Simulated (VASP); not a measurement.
Here is a VASP 6.6.1 calculation.

POSCAR

```
HfO2
1.0
    3.5768243315      0.0000000000      0.0000000000
    0.0000000000      3.5768243315      0.0000000000
    0.0000000000      0.0000000000      5.2026739475
Hf O
2 4
Direct
    0.5000000000      0.4998698536      0.5000000000
    0.0000000000      0.0001301464      0.0000000000
    0.0000000000      0.5001574359      0.6961635355
    0.5000000000     -0.0001574359      0.8038364645
    0.5000000000      0.0041936642      0.3038364645
    0.0000000000      0.4958063358      0.1961635355
```

Contents of INCAR.step1:

```
SYSTEM = HfO2
  PREC = Accurate
  ENCUT = 520
  ISMEAR = 0
  SIGMA = 0.05
  LREAL = .False.
  LASPH = .True.
  NELM = 100
  NBANDS = 31
  GGA = PE
  ALGO = Normal
  EDIFF = 1E-4
  LWAVE = .True.
  LCHARG = .False.
```

The input INCAR.step2:

```
SYSTEM = HfO2
  PREC = Accurate
  ENCUT = 520
  EDIFF = 1E-6
  ISMEAR = 0
  SIGMA = 0.05
  LREAL = .False.
  LASPH = .True.
  NELM = 100
  ALGO = Normal
  ISIF = 2
  LWAVE = .False.
  LCHARG = .False.
  METAGGA = R2SCAN
  LMIXTAU = .True.
  NBANDS = 31
  ISTART = 1
```

File KPOINTS:

```
regular mesh
0
Gamma
  6 6 6
  0 0 0
```

Potentials or basis: VASP PAW PBE potentials, release 64 (Hf_pv, O).

Command:

```bash
$ cat potpaw_PBE.64/Hf_pv/POTCAR potpaw_PBE.64/O/POTCAR > POTCAR
$ cp INCAR.step1 INCAR
$ mpirun -np 1 vasp_std > vasp.out
$ cp INCAR.step2 INCAR
$ mpirun -np 1 vasp_std > vasp.out
```

Problem. Predict the largest force.

Solution. 0.405 eV/Å.

Problem. What does it give for the band gap on the k mesh?

Solution. 5.24 eV (least direct gap 5.32 eV).

Stress tensor (GPa, compression positive):
```
-3.63  0.00  0.00
 0.00 -3.61  0.69
 0.00  0.69 -3.39
```

Caveat: the cell differs from its parent crystal (atoms displaced along a vibrational mode); the cell stands under tension; the PAW data sets were made with another functional, which shifts forces and pressure a little; spin-orbit coupling is left out, which moves the levels of the heavy elements. A k mesh can miss the band edges.
